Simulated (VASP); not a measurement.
# SiO2: single point with LDA

The system is SiO2.

```
Si O
1.0
     4.71156    0.00000    0.00000
     0.00000    8.09260    0.00000
     0.00000    0.00000    8.53061
Si O
8 16
Direct
  0.14397 0.06296 0.15908
  0.14397 0.43704 0.65908
  0.64397 0.56296 0.84092
  0.35603 0.43704 0.15908
  0.85603 0.56296 0.34092
  0.85603 0.93704 0.84092
  0.64397 0.93704 0.34092
  0.35603 0.06296 0.65908
  0.58831 0.05424 0.79901
  0.58831 0.44576 0.29901
  0.41169 0.55424 0.70099
  0.25000 0.25000 0.63933
  0.08831 0.55424 0.20099
  0.41169 0.94576 0.20099
  0.91169 0.05424 0.29901
  0.00000 0.50000 0.50000
  0.75000 0.75000 0.36067
  0.75000 0.75000 0.86067
  0.91169 0.44576 0.79901
  0.50000 0.50000 0.00000
  0.25000 0.25000 0.13933
  0.08831 0.94576 0.70099
  0.00000 0.00000 0.00000
  0.50000 0.00000 0.50000
```

```json
{
  "Program": "VASP 6.6.1",
  "Task": "single point",
  "Functional": "LDA",
  "Potentials or basis": "VASP PAW LDA potentials, release 64 (Si, O)",
  "Cutoff": "520 eV",
  "k mesh": "6 × 4 × 4",
  "Occupations": "gaussian, width 0.02 eV",
  "Spin": "no spin polarisation"
}
```

The pressure is -1.2 GPa and the largest force is 0.041 eV/Å. The band gap on the k mesh is 5.48 eV.

Forces in eV/Å, atoms in the order of the input:
```
Si  -0.009  0.007  0.023
Si  -0.009 -0.007  0.023
Si  -0.009  0.007 -0.023
Si   0.009 -0.007  0.023
Si   0.009  0.007 -0.023
Si   0.009 -0.007 -0.023
Si  -0.009 -0.007 -0.023
Si   0.009  0.007  0.023
O    0.009 -0.028 -0.028
O    0.009  0.028 -0.028
O   -0.009 -0.028  0.028
O    0.000  0.000  0.023
O    0.009 -0.028  0.028
O   -0.009  0.028  0.028
O   -0.009 -0.028 -0.028
O    0.000  0.000  0.000
O    0.000  0.000 -0.023
O    0.000  0.000 -0.023
O   -0.009  0.028 -0.028
O    0.000  0.000  0.000
O    0.000  0.000  0.023
O    0.009  0.028  0.028
O    0.000  0.000  0.000
O    0.000  0.000  0.000
```

Stress tensor (GPa, compression positive):
```
-1.38  0.00  0.00
 0.00 -1.17  0.00
 0.00  0.00 -1.05
```

Levels at points of the mesh, in eV from the valence-band top:
```csv
k point,band 61,band 62,band 63,band 64,band 65,band 66,band 67,band 68
"(0.00, 0.00, 0.00)",-0.37,-0.26,-0.06,0.00,5.48,7.85,7.88,8.07
"(0.50, 0.00, 0.00)",-0.47,-0.47,-0.29,-0.29,7.70,7.70,8.67,8.67
"(0.00, 0.50, 0.00)",-0.36,-0.36,-0.29,-0.29,6.41,6.41,8.17,8.17
"(0.50, 0.50, 0.00)",-0.53,-0.53,-0.48,-0.48,7.94,7.94,8.38,8.38
"(0.00, 0.00, 0.50)",-0.41,-0.41,-0.03,-0.03,6.34,6.34,8.31,8.31
"(0.50, 0.00, 0.50)",-0.34,-0.34,-0.34,-0.34,8.15,8.15,8.15,8.15
"(0.00, 0.50, 0.50)",-0.38,-0.38,-0.38,-0.38,7.10,7.10,7.10,7.10
"(0.50, 0.50, 0.50)",-0.46,-0.46,-0.41,-0.41,8.17,8.17,8.55,8.55
```

Wall time 21 min on 1 thread of Oxide Virtual Turin-like Processor, with other jobs on the host, peak memory 0.63 GiB.

A k mesh can miss the band edges.
